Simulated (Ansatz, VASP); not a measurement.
# Sr2C: VASP beside Ansatz

```
CELL_PARAMETERS angstrom
0.00000 3.36014 3.36014
3.36014 0.00000 3.36014
3.36014 3.36014 0.00000
ATOMIC_POSITIONS crystal
C 0.00000 0.00000 0.00000
Sr 0.25000 0.25000 0.25000
Sr 0.75000 0.75000 0.75000
```

Alike in both runs: task single point; functional LDA; k mesh 6 × 6 × 6; occupations fermi-dirac, width 0.02 eV; no spin polarisation.

```csv
,VASP,Ansatz
version,VASP 6.6.1,Ansatz 0.2.0
potentials or method,"VASP PAW LDA potentials, release 64 (C, Sr_sv)","plane waves, PAW"
plane-wave cutoff (eV),520,420
valence electrons in the cell,24,24
```

Ansatz gave:

| Quantity | Value |
| --- | --- |
| pressure (GPa) | -3.5 |

**Question.** Which values does VASP return?

**Answer.** Pressure (GPa): -3.3.

LDA's correlation is that of Perdew and Zunger in VASP and of Perdew and Wang (1992) in Ansatz.
